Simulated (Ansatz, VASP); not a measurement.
Two plane-wave programs on KMgF3

The input INCAR:

```
ALGO = Normal ; EDIFF = 1E-6
ENCUT = 520 ; GGA = PE
ISIF = 2 ; ISMEAR = 0
LASPH = True ; LCHARG = False
LREAL = False ; LWAVE = False
NBANDS = 24 ; NELM = 100
PREC = Accurate ; SIGMA = 0.05
```

File KPOINTS:

```
k-points
0
Gamma
  6 6 6
```

File POSCAR:

```
KMgF3
1.0
    4.3047720000      0.0000000000      0.0000000000
    0.0000000000      4.3047720000      0.0000000000
    0.0000000000      0.0000000000      3.8264640000
K Mg F
1 1 3
Direct
    0.5000000000      0.5000000000      0.5000000000
    0.0000000000      0.0000000000      0.0000000000
    0.5000000000      0.0000000000      0.0000000000
    0.0000000000      0.5000000000      0.0000000000
    0.0000000000      0.0000000000      0.5000000000
```

Input for Ansatz:

```yaml
crystal:
  lattice:
    - [4.304772, 0.0, 0.0]
    - [0.0, 4.304772, 0.0]
    - [0.0, 0.0, 3.826464]
  atoms:
    - { symbol: K, position: [0.5, 0.5, 0.5] }
    - { symbol: Mg, position: [0.0, 0.0, 0.0] }
    - { symbol: F, position: [0.5, 0.0, 0.0] }
    - { symbol: F, position: [0.0, 0.5, 0.0] }
    - { symbol: F, position: [0.0, 0.0, 0.5] }
basis:
  ecutwfc: 420
kpoints:
  mp_grid: { grid: [6, 6, 6] }
hamiltonian:
  xc: pbe
scf:
  occupations: { method: gaussian, width: 0.05 }
output:
  forces: true
  stress: true
  eigenvalues: true
```

Change from the starting cell: strain +0.080 along x and y, -0.040 along z, atoms carried along.

Alike in both runs: task single point; functional PBE; k mesh 6 × 6 × 6; occupations gaussian, width 0.05 eV; no spin polarisation.

|  | VASP | Ansatz |
| --- | --- | --- |
| version | VASP 6.6.1 | Ansatz 0.2.0 |
| potentials or method | VASP PAW PBE potentials, release 64 (K_sv, Mg, F), cutoff 520 eV | scalar-relativistic, plane waves, PAW |
| valence electrons in the cell | 32 | 40 |

```tsv
	VASP	Ansatz	Ansatz less VASP
gap on the k mesh at the Fermi level (eV)	6.48	6.51	+0.031
least direct gap on the mesh (eV)	6.73	6.76	+0.029
pressure (GPa)	-2.7	-2.3	+0.40
traceless stress, the component that is largest in VASP (GPa)	6.15	6.15	-0.007
```

The functional is the same, so the differences come from potentials, cutoffs and numerics. VASP's potentials hold 32 valence electrons a cell and Ansatz's 40, so a difference there can come from the potentials and not from the codes.
